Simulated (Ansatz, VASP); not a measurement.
**Two plane-wave programs on WC**

```
W C
1.0
     2.91209    0.00000    0.00000
    -1.45605    2.52195    0.00000
     0.00000    0.00000    2.83620
W C
1 1
Direct
  0.00000 0.00000 0.00000
  0.66667 0.33333 0.50000
```

Alike in both runs: functional r2SCAN; k mesh 18 × 18 × 14; occupations gaussian, width 0.1 eV; no spin polarisation.

Ansatz relaxed the structure, and its values are those at the end. VASP's run is a single point on that final structure, the one shown.

|  | VASP | Ansatz |
| --- | --- | --- |
| version | VASP 6.6.1 | Ansatz 0.2.0 |
| potentials or method | VASP PAW PBE potentials, release 64 (W_sv, C), cutoff 520 eV | scalar-relativistic, plane waves, PAW |
| valence electrons in the cell | 18 | 18 |

VASP gave:

* gap on the k mesh at the Fermi level (eV): none
* pressure (GPa): 1.9

Which values does Ansatz return?

gap on the k mesh at the Fermi level (eV): none; pressure (GPa): 0.0.

VASP's potentials were made for PBE, not for r2SCAN. A gap of «none» marks a metal or a gap that the smearing closes.

Spin-orbit coupling is off throughout.
